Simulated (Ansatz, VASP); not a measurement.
One calculation of Hf4Br, two programs

```
Hf Br
1.0
     0.00000    4.19741    4.19741
     4.19741    0.00000    4.19741
     4.19741    4.19741    0.00000
Hf Br
4 1
Direct
  0.37377 0.37377 0.37377
  0.37377 0.37377 0.87870
  0.37377 0.87870 0.37377
  0.87870 0.37377 0.37377
  0.75000 0.75000 0.75000
```

Alike in both runs: functional PBE; k mesh 4 × 4 × 4; occupations gaussian, width 0.1 eV; no spin polarisation.

Ansatz relaxed the structure, and its values are those at the end. VASP's run is a single point on that final structure, the one shown.

|  | VASP | Ansatz |
| --- | --- | --- |
| version | VASP 6.6.1 | Ansatz 0.2.0 |
| potentials or method | VASP PAW PBE potentials, release 64 (Hf_pv, Br), cutoff 520 eV | scalar-relativistic, plane waves, PAW |
| valence electrons in the cell | 47 | 111 |

```csv
,VASP,Ansatz,Ansatz less VASP
gap on the k mesh at the Fermi level (eV),none,none,-
pressure (GPa),-0.1,0.1,+0.21
rms of the force components (eV/Å),0.002,0.006,+0.0040
```

A gap of «none» marks a metal or a gap that the smearing closes. VASP's potentials hold 47 valence electrons a cell and Ansatz's 111, so a difference there can come from the potentials and not from the codes.

Neither program's run includes spin-orbit coupling.
